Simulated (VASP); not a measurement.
# Co (P-3m1) in VASP: settings compared

The runs below take Co through single point, with PBE, r2SCAN.

Program: VASP 6.6.1. These are calculated values, not measurements. Logs are shortened: lines on timing, memory, paths and dates and some standing lists are left out, and cuts for length are marked.

## Step 1: The cell of the first run

The structure is trigonal, space group P-3m1 (No. 164). Conventional cell: a = 2.487 Å, b = 2.487 Å, c = 4.063 Å, α = 90.00°, β = 90.00°, γ = 120.00°. Within 3.2 Å of Co (site symmetry 3m) lie 12 Co at 2.42 to 2.55 Å.

## Step 2: Single point, PBE, collinear spin, ferromagnetic start

INCAR reads:

```
PREC     = Accurate       # precision mode
ENCUT    = 520            # plane-wave cutoff, eV
EDIFF    = 1E-6           # SCF threshold, eV
ISMEAR   = -1             # smearing method
SIGMA    = 0.05           # smearing width, eV
LREAL    = F              # projectors in reciprocal space
LASPH    = T              # aspherical terms in the spheres
NELM     = 150            # most SCF steps
ALGO     = Normal         # electronic algorithm
ISIF     = 2              # what is computed and relaxed
LWAVE    = F              # write WAVECAR
LCHARG   = T              # write CHGCAR
ISPIN    = 2              # spin polarisation
MAGMOM   = 3 3            # initial moments
LORBIT   = 11             # projections on sites
NUPDOWN  = 6.0            # fixed moment
LMAXMIX  = 4              # l up to which the mixer works
GGA      = PE             # functional
LELF     = T              # ELF
LVHAR    = T            
NBANDS   = 20             # bands
```

KPOINTS reads:

```
regular mesh
0
Gamma
  10 10 6
```

POSCAR reads:

```
Co
1.0
    2.4873648738      0.0000000000      0.0000000000
   -1.2436824369      2.1541211692      0.0000000000
    0.0000000000      0.0000000000      4.0632895034
Co
2
Direct
    0.3333333333      0.6666666667      0.7401390000
    0.6666666667      0.3333333333      0.2598610000
```

Potentials or basis: VASP PAW PBE potentials, release 64 (Co).

Run with:

```sh
$ cat potpaw_PBE.64/Co/POTCAR > POTCAR
$ mpirun -np 1 vasp_std > vasp.out
```

OUTCAR:

```text
PREC = Accurate
   ENCUT = 520
   EDIFF = 1E-6
   ISMEAR = -1
   LREAL = F
   LASPH = T
   NELM = 150
   ISIF = 2
   ISPIN = 2
   LORBIT = 11
   NUPDOWN = 6.0
   GGA = PE

 ion  position               nearest neighbor table
   1  0.333  0.667  0.740-   2 2.42   2 2.42   2 2.42   2 2.55   2 2.55   2 2.55
   2  0.667  0.333  0.260-   1 2.42   1 2.42   1 2.42   1 2.55   1 2.55   1 2.55

  LATTYP: Found a hexagonal cell.
 ALAT       =     2.4873648738
 C/A-ratio  =     1.6335719565

  Lattice vectors:

 A1 = (   2.4873648738,   0.0000000000,   0.0000000000)
 A2 = (  -1.2436824369,   2.1541211692,   0.0000000000)
 A3 = (   0.0000000000,   0.0000000000,   4.0632895034)

Analysis of symmetry for initial positions (statically):
=====================================================================
 Subroutine PRICEL returns:
 Original cell was already a primitive cell.

 Routine SETGRP: Setting up the symmetry group for a
 hexagonal supercell.

 Subroutine GETGRP returns: Found 12 space group operations
 (whereof 12 operations were pure point group operations)
 out of a pool of 24 trial point group operations.

The static configuration has the point symmetry D_3d.

Analysis of symmetry for dynamics (positions and initial velocities):
=====================================================================
 Subroutine PRICEL returns:
 Original cell was already a primitive cell.

 Routine SETGRP: Setting up the symmetry group for a
 hexagonal supercell.

 Subroutine GETGRP returns: Found 12 space group operations
 (whereof 12 operations were pure point group operations)
 out of a pool of 24 trial point group operations.

The dynamic configuration has the point symmetry D_3d.

Analysis of structural, dynamic, and magnetic symmetry:
=====================================================================
 Subroutine PRICEL returns:
 Original cell was already a primitive cell.

 Routine SETGRP: Setting up the symmetry group for a
 hexagonal supercell.

 Subroutine GETGRP returns: Found 12 space group operations
 (whereof 12 operations were pure point group operations)
 out of a pool of 24 trial point group operations.

The overall configuration has the point symmetry D_3d.

 Subroutine INISYM returns: Found 12 space group operations
 (whereof 12 operations are pure point group operations),
 and found     1 'primitive' translations

[... 105 lines left out ...]
   NELECT =      18.0000    total number of electrons
   NUPDOWN=       6.0000    fix difference up-down
   EMIN   =  10.00;   EMAX   =-10.00  energy-range for DOS
   EFERMI =   0.00;   METHOD = LEGACY
   ISMEAR =    -1;   SIGMA  =   0.05  broadening in eV -4-tet -1-fermi 0-gaus
   EFERMI_NEDOS =   21; number of points for ismear=-14 and -15
   IALGO  =     38    algorithm
   IMIX   =      4    mixing-type and parameters
     AMIX     =   0.40;   BMIX     =  1.00
     AMIX_MAG =   1.60;   BMIX_MAG =  1.00
  volume/ion in A,a.u.               =      10.89        73.46
  Fermi-wavevector in a.u.,A,eV,Ry     =   1.536514  2.903591 32.121660  2.360875
  Thomas-Fermi vector in A             =   2.643152
   LORBIT       =     11    0 simple, 1 ext, 2 COOP (PROOUT), +10 PAW based schemes
   GGA     = PE    functional components
   LHFCALC =     F    Hartree Fock is set to
   AEXX    =    0.0000 exact exchange contribution
   IVDW    =     0    specifies the selected vdW correction
   LEPSILON=     F    determine dielectric tensor
   LRPA    =     F    only Hartree local field effects (RPA)
 spin polarized calculation
  energy-cutoff  :      520.00
  volume of cell :       21.77
 maximum number of plane-waves:       600
   NGX =  9   NGY =  9   NGZ = 15

 number of electron      17.9999996 magnetization       5.9999998

 Free energy of the ion-electron system (eV)
  ---------------------------------------------------
  ext. energy  EPLUGINS =         0.00000000
  ---------------------------------------------------
  free energy    TOTEN  =       -10.26329177 eV

  energy without entropy =      -10.23628117  energy(sigma->0) =      -10.24978647

 E-fermi :   9.5176     XC(G=0): -13.4386

 val. band max:       15.9028505987   @ k =   0.2000  -0.0000   0.0000
 cond. band min:       9.5254615273   @ k =   0.3000  -0.0000   0.0000
 fundamental gap:     -6.3773890714
 Fermi energy:        15.9240545204

 spin component 1

 k-point     1 :       0.0000    0.0000    0.0000
  band No.  band energies     occupation
      1       0.8184      1.00000
      2       4.2559      1.00000
      3       6.5262      1.00000
      4       6.5262      1.00000
      5       6.5460      1.00000
      6       6.7887      1.00000
[... 541 lines left out ...]
     19      32.0085      0.00000
     20      32.7596      0.00000

 [... further k-points ...]

 spin component 2

 k-point     1 :       0.0000    0.0000    0.0000
  band No.  band energies     occupation
      1       1.8423      1.00000
      2       6.1792      1.00000
      3       9.0693      0.99987
      4       9.1959      0.99840
      5       9.1959      0.99840
      6       9.4959      0.60722
[... 541 lines left out ...]
     19      33.2529      0.00000
     20      34.0827      0.00000

 [... further k-points ...]
[... 5 lines left out ...]
  --------------------------------------------------------------------------------------
  -------------------------------------------------------------------------------------
  Total        5.7928343      5.7928343      6.3438437      0.0000000      0.0000000      0.0000000
  in kB      426.2989846    426.2989846    466.8481772      0.0000000      0.0000000      0.0000000
  external PRESSURE =     439.8153821 kB  Pullay stress =       0.0000000 kB

 VOLUME and BASIS-vectors are now :
 -----------------------------------------------------------------------------
  energy-cutoff  :      520.00
  volume of cell :       21.77
      direct lattice vectors                 reciprocal lattice vectors
     2.487364874  0.000000000  0.000000000     0.402031889  0.232113220  0.000000000
    -1.243682437  2.154121169  0.000000000     0.000000000  0.464226439  0.000000000
     0.000000000  0.000000000  4.063289503     0.000000000  0.000000000  0.246106018

 POSITION                                       TOTAL-FORCE (eV/Angst)
 -----------------------------------------------------------------------------------
     -0.00000      1.43608      3.00740        -0.000000      0.000000      1.112955
      1.24368      0.71804      1.05589         0.000000     -0.000000     -1.112955
 -----------------------------------------------------------------------------------
    total drift:                                0.000000     -0.000000     -0.000000

  FREE ENERGIE OF THE ION-ELECTRON SYSTEM (eV)
  ---------------------------------------------------
  free  energy   TOTEN  =       -10.2632917712 eV

  energy  without entropy=      -10.2362811696  energy(sigma->0) =      -10.24978647

 total charge

# of ion       s       p       d       tot
------------------------------------------
    1        0.539   0.684   6.997   8.220
    2        0.539   0.684   6.997   8.220
--------------------------------------------------
tot          1.078   1.367  13.995  16.440

 magnetization (x)

# of ion       s       p       d       tot
------------------------------------------
    1        0.064   0.234   2.569   2.866
    2        0.064   0.234   2.569   2.866
--------------------------------------------------
tot          0.127   0.467   5.138   5.733
```

OSZICAR:

```text
N       E                     dE             d eps       ncg     rms          rms(c)
DAV:   1     0.891949161833E+02    0.89195E+02   -0.84581E+03  6104   0.125E+03
DAV:   2    -0.870249904412E+01   -0.97897E+02   -0.91431E+02  5832   0.222E+02
DAV:   3    -0.131462090242E+02   -0.44437E+01   -0.43555E+01  6548   0.563E+01
DAV:   4    -0.132159441917E+02   -0.69735E-01   -0.69694E-01  6880   0.613E+00
DAV:   5    -0.132181815224E+02   -0.22373E-02   -0.22372E-02  6732   0.108E+00    0.206E+01
DAV:   6    -0.104530765131E+02    0.27651E+01   -0.90287E+00  6580   0.609E+01    0.114E+01
DAV:   7    -0.103061892203E+02    0.14689E+00   -0.61444E-01  7556   0.131E+01    0.659E+00
DAV:   8    -0.102830562774E+02    0.23133E-01   -0.14351E-02  7468   0.925E-01    0.313E+00
DAV:   9    -0.102642298264E+02    0.18826E-01   -0.24086E-03  8100   0.605E-01    0.378E-01
DAV:  10    -0.102633710523E+02    0.85877E-03   -0.66266E-04  8824   0.332E-01    0.648E-02
DAV:  11    -0.102632909761E+02    0.80076E-04   -0.66850E-05  7224   0.704E-02    0.461E-02
DAV:  12    -0.102632917712E+02   -0.79509E-06   -0.37431E-06  6788   0.162E-02
   1 F= -.10263292E+02 E0= -.10249786E+02  d E =-.270106E-01  mag=     6.0000
```

stdout:

```text
POSCAR found type information on POSCAR Co
 POSCAR found :  1 types and       2 ions
 scaLAPACK will be used
 LDA part: xc-table for (Slater+PW92), standard interpolation
 POSCAR, INCAR and KPOINTS ok, starting setup
 FFT: planning ... GRIDC
 FFT: planning ... GRID_SOFT
 FFT: planning ... GRID
 WAVECAR not read
 entering main loop
```

Wall time 87 s (1 thread of Intel Xeon 8259CL, shared host); peak memory 0.17 GiB.

What came out:

```yaml
Free_energy: -10.2633 eV
Pressure: 44.0 GPa
Largest_force: 1.113 eV/Å
Net_moment: 6.00 μB per cell
Site_moments: Co +2.87 μB
Valence_electrons_inside_the_program's_atomic_spheres: Co 8.22
```

Forces on the atoms (eV/Å):
```
Co   0.000  0.000  1.113
Co   0.000  0.000 -1.113
```

Caveat: the cell stands under pressure; the total moment is fixed, so each spin has its own Fermi level; forces of over 1 eV/Å act on the atoms, so gaps and moduli don't describe the material at rest.

## Step 3: Single point, PBE, collinear spin, ferromagnetic start

INCAR reads:

```
SYSTEM = Co
PREC = Accurate ; ENCUT = 520
EDIFF = 1E-7 ; ISMEAR = -1
SIGMA = 0.05 ; LREAL = .FALSE.
LASPH = .TRUE. ; NELM = 150
ALGO = Normal ; ISIF = 2
LWAVE = .FALSE. ; LCHARG = .FALSE.
ISPIN = 2 ; MAGMOM = 4 4
LORBIT = 11 ; NUPDOWN = 8.0
LMAXMIX = 4 ; GGA = PE
NBANDS = 20
```

KPOINTS reads:

```
regular mesh
0
G
  10 10 6
  0 0 0
```

POSCAR is that of step 2.

Potentials or basis: VASP PAW PBE potentials, release 64 (Co).

Run with:

```sh
$ cat potpaw_PBE.64/Co/POTCAR > POTCAR
$ mpirun -np 1 vasp_std > vasp.out
```

OUTCAR:

```text
SYSTEM = Co
   PREC = Accurate
   ENCUT = 520
   EDIFF = 1E-7
   ISMEAR = -1
   LREAL = .FALSE.
   LASPH = .TRUE.
   NELM = 150
   ISIF = 2
   ISPIN = 2
   LORBIT = 11
   NUPDOWN = 8.0
   GGA = PE

 ion  position               nearest neighbor table
   1  0.333  0.667  0.740-   2 2.42   2 2.42   2 2.42   2 2.55   2 2.55   2 2.55
   2  0.667  0.333  0.260-   1 2.42   1 2.42   1 2.42   1 2.55   1 2.55   1 2.55

  LATTYP: Found a hexagonal cell.
 ALAT       =     2.4873648738
 C/A-ratio  =     1.6335719565

  Lattice vectors:

 A1 = (   2.4873648738,   0.0000000000,   0.0000000000)
 A2 = (  -1.2436824369,   2.1541211692,   0.0000000000)
 A3 = (   0.0000000000,   0.0000000000,   4.0632895034)

Analysis of symmetry for initial positions (statically):
=====================================================================
 Subroutine PRICEL returns:
 Original cell was already a primitive cell.

 Routine SETGRP: Setting up the symmetry group for a
 hexagonal supercell.

 Subroutine GETGRP returns: Found 12 space group operations
 (whereof 12 operations were pure point group operations)
 out of a pool of 24 trial point group operations.

The static configuration has the point symmetry D_3d.

Analysis of symmetry for dynamics (positions and initial velocities):
=====================================================================
 Subroutine PRICEL returns:
 Original cell was already a primitive cell.

 Routine SETGRP: Setting up the symmetry group for a
 hexagonal supercell.

 Subroutine GETGRP returns: Found 12 space group operations
 (whereof 12 operations were pure point group operations)
 out of a pool of 24 trial point group operations.

The dynamic configuration has the point symmetry D_3d.

Analysis of structural, dynamic, and magnetic symmetry:
=====================================================================
 Subroutine PRICEL returns:
 Original cell was already a primitive cell.

 Routine SETGRP: Setting up the symmetry group for a
 hexagonal supercell.

 Subroutine GETGRP returns: Found 12 space group operations
[... 138 lines left out ...]
   NGX =  9   NGY =  9   NGZ = 15

 number of electron      17.9999996 magnetization       7.9999998

 Free energy of the ion-electron system (eV)
  ---------------------------------------------------
  ext. energy  EPLUGINS =         0.00000000
  ---------------------------------------------------
  free energy    TOTEN  =        -1.95144416 eV

  energy without entropy =       -1.92606456  energy(sigma->0) =       -1.93875436

 E-fermi :   8.9550     XC(G=0): -13.4496

 val. band max:       18.7221464611   @ k =   0.4000   0.2000   0.1667
 cond. band min:       8.9564499949   @ k =   0.0000   0.0000   0.3333
 fundamental gap:     -9.7656964662
 Fermi energy:        18.7958615118

 spin component 1

 k-point     1 :       0.0000    0.0000    0.0000
  band No.  band energies     occupation
      1       0.4413      1.00000
      2       3.5323      1.00000
      3       5.5838      1.00000
      4       5.5838      1.00000
      5       5.6294      1.00000
      6       5.8250      1.00000
[... 541 lines left out ...]
     19      31.5948      0.00000
     20      32.2966      0.00000

 [... further k-points ...]

 spin component 2

 k-point     1 :       0.0000    0.0000    0.0000
  band No.  band energies     occupation
      1       2.3433      1.00000
      2       6.2137      1.00000
      3       8.8135      0.94434
      4       8.9355      0.59621
      5       8.9355      0.59620
      6       9.2143      0.00557
[... 541 lines left out ...]
     19      33.5338      0.00000
     20      34.4654      0.00000

 [... further k-points ...]
[... 5 lines left out ...]
  --------------------------------------------------------------------------------------
  -------------------------------------------------------------------------------------
  Total       14.2964665     14.2964665     15.6225914      0.0000000      0.0000000      0.0000000
  in kB     1052.0875958   1052.0875958   1149.6781159      0.0000000      0.0000000      0.0000000
  external PRESSURE =    1084.6177692 kB  Pullay stress =       0.0000000 kB

 VOLUME and BASIS-vectors are now :
 -----------------------------------------------------------------------------
  energy-cutoff  :      520.00
  volume of cell :       21.77
      direct lattice vectors                 reciprocal lattice vectors
     2.487364874  0.000000000  0.000000000     0.402031889  0.232113220  0.000000000
    -1.243682437  2.154121169  0.000000000     0.000000000  0.464226439  0.000000000
     0.000000000  0.000000000  4.063289503     0.000000000  0.000000000  0.246106018

 POSITION                                       TOTAL-FORCE (eV/Angst)
 -----------------------------------------------------------------------------------
     -0.00000      1.43608      3.00740        -0.000000      0.000000      1.199038
      1.24368      0.71804      1.05589         0.000000     -0.000000     -1.199038
 -----------------------------------------------------------------------------------
    total drift:                                0.000000     -0.000000     -0.000000

  FREE ENERGIE OF THE ION-ELECTRON SYSTEM (eV)
  ---------------------------------------------------
  free  energy   TOTEN  =        -1.9514441589 eV

  energy  without entropy=       -1.9260645592  energy(sigma->0) =       -1.93875436

 total charge

# of ion       s       p       d       tot
------------------------------------------
    1        0.618   0.770   6.792   8.180
    2        0.618   0.770   6.792   8.180
--------------------------------------------------
tot          1.236   1.539  13.585  16.360

 magnetization (x)

# of ion       s       p       d       tot
------------------------------------------
    1        0.181   0.429   3.122   3.732
    2        0.181   0.429   3.122   3.732
--------------------------------------------------
tot          0.362   0.858   6.244   7.464
```

Wall time 1.8 min (1 thread of Intel Xeon 8259CL, shared host); peak memory 0.17 GiB.

Results:

| Quantity | Value |
| --- | --- |
| Free energy | -1.9514 eV |
| Pressure | 108.5 GPa |
| Largest force | 1.199 eV/Å |
| Net moment | 8.00 μB per cell |
| Site moments | Co +3.73 μB |
| Valence electrons inside the program's atomic spheres | Co 8.18 |

Forces in eV/Å, atoms in the order of the input:
```
Co   0.000  0.000  1.199
Co   0.000  0.000 -1.199
```

Stress tensor (GPa, compression positive):
```
105.21   0.00   0.00
  0.00 105.21   0.00
  0.00   0.00 114.97
```

Caveat: the cell stands under pressure; the total moment is fixed, so each spin has its own Fermi level; forces of over 1 eV/Å act on the atoms, so gaps and moduli don't describe the material at rest.

## Step 4: Single point, PBE, collinear spin, ferromagnetic start

INCAR reads:

```
SYSTEM = Co
ALGO     = Normal         ! electronic algorithm
EDIFF    = 1E-7           ! SCF threshold, eV
ENCUT    = 520            ! plane-wave cutoff, eV
GGA      = PE             ! functional
ISIF     = 2              ! what is computed and relaxed
ISMEAR   = -1             ! smearing method
ISPIN    = 2              ! spin polarisation
LASPH    = .TRUE.         ! aspherical terms in the spheres
LCHARG   = .FALSE.        ! write CHGCAR
LMAXMIX  = 4              ! l up to which the mixer works
LORBIT   = 11             ! projections on sites
LREAL    = .FALSE.        ! projectors in reciprocal space
LWAVE    = .FALSE.        ! write WAVECAR
MAGMOM   = 3.5 3.5        ! initial moments
NBANDS   = 20             ! bands
NELM     = 150            ! most SCF steps
PREC     = Accurate       ! precision mode
SIGMA    = 0.05           ! smearing width, eV
```

KPOINTS reads:

```
k-points
0
G
  12 12 7
  0 0 0
```

POSCAR is that of step 3.

Run with:

```sh
$ cat potpaw_PBE.64/Co/POTCAR > POTCAR
$ mpirun -np 1 vasp_std > vasp.out
```

Run time: 1.8 min. Hardware: 1 thread of Intel Xeon 8259CL, shared host; peak memory 0.18 GiB.

It converged, with:

| Item | Value |
| --- | --- |
| Free energy | -14.0536 eV |
| Pressure | 0.0 GPa |
| Largest force | 0.481 eV/Å |
| Net moment | 3.26 μB per cell |
| Site moments | Co +1.65 μB |
| Valence electrons inside the program's atomic spheres | Co 8.27 |

Forces on the atoms (eV/Å):
```
Co   0.000  0.000  0.481
Co   0.000  0.000 -0.481
```

Stress tensor (GPa, compression positive):
```
 0.97  0.00  0.00
 0.00  0.97  0.00
 0.00  0.00 -1.91
```

Levels at points of the mesh, in eV from the Fermi level:
Spin up:
```
           k point  band 7  band 8  band 9  band 10  band 11  band 12  band 13  band 14  band 15  band 16
(0.00, 0.00, 0.00)   -2.33   -1.93   -1.93    -0.86    -0.86    -0.17     6.11    22.05    24.68    24.68
(0.50, 0.00, 0.00)   -2.23   -0.72   -0.70    -0.54     1.29     3.31     9.43    10.40    12.52    13.91
```
Spin down:
```
           k point  band 5  band 6  band 7  band 8  band 9  band 10
(0.00, 0.00, 0.00)   -0.97   -0.66   -0.66   -0.21   -0.10    -0.10
(0.50, 0.00, 0.00)   -1.09   -1.06   -0.65    1.19    1.28     1.35
```

[end of part 1 of 2]
